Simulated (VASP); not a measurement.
A run of VASP 6.6.1:

Contents of POSCAR:

```
TiSi
1.0
    1.8706633400     -2.1811527200      0.0000000000
    1.8706633400      2.1811527200      0.0000000000
    0.0000000000      0.0000000000      3.7468749900
Ti Si
1 1
Direct
    0.5000000000      0.5000000000      0.0000000000
    0.0000000000      0.0000000000      0.5000000000
```

Contents of INCAR.step1:

```
SYSTEM = TiSi
PREC     = Accurate       ! precision mode
ENCUT    = 520            ! plane-wave cutoff, eV
ISMEAR   = 0              ! smearing method
SIGMA    = 0.15           ! smearing width, eV
LREAL    = .False.        ! projectors in reciprocal space
LASPH    = .True.         ! aspherical terms in the spheres
NELM     = 60             ! most SCF steps
NBANDS   = 15             ! bands
GGA      = PE             ! functional
ALGO     = Normal         ! electronic algorithm
EDIFF    = 1E-4           ! SCF threshold, eV
LWAVE    = .True.         ! write WAVECAR
LCHARG   = .False.        ! write CHGCAR
```

Contents of INCAR.step2:

```
SYSTEM = TiSi
PREC     = Accurate       ! precision mode
ENCUT    = 520            ! plane-wave cutoff, eV
EDIFF    = 1E-6           ! SCF threshold, eV
ISMEAR   = 0              ! smearing method
SIGMA    = 0.15           ! smearing width, eV
LREAL    = .False.        ! projectors in reciprocal space
LASPH    = .True.         ! aspherical terms in the spheres
NELM     = 60             ! most SCF steps
ALGO     = Normal         ! electronic algorithm
ISIF     = 2              ! what is computed and relaxed
LWAVE    = .False.        ! write WAVECAR
LCHARG   = .False.        ! write CHGCAR
METAGGA  = R2SCAN         ! meta-GGA
LMIXTAU  = .True.       
NBANDS   = 15             ! bands
ISTART   = 1
```

KPOINTS

```
regular mesh
0
Gamma
  18 18 12
  0 0 0
```

Potentials or basis: VASP PAW PBE potentials, release 64 (Ti_sv, Si).

The run is started by

```console
$ cat potpaw_PBE.64/Ti_sv/POTCAR potpaw_PBE.64/Si/POTCAR > POTCAR
$ cp INCAR.step1 INCAR
$ mpirun -np 1 vasp_std > vasp.out
$ cp INCAR.step2 INCAR
$ mpirun -np 1 vasp_std > vasp.out
```

Hardware: 1 thread of Intel(R) Xeon(R) 6975P-C (Granite Rapids), on a shared host.

Question: How long does it take, and how much memory?

Answer: Wall time 5.1 min on 1 thread of Intel(R) Xeon(R) 6975P-C (Granite Rapids) (shared host), peak memory 0.39 GiB. Counts: k points 637.
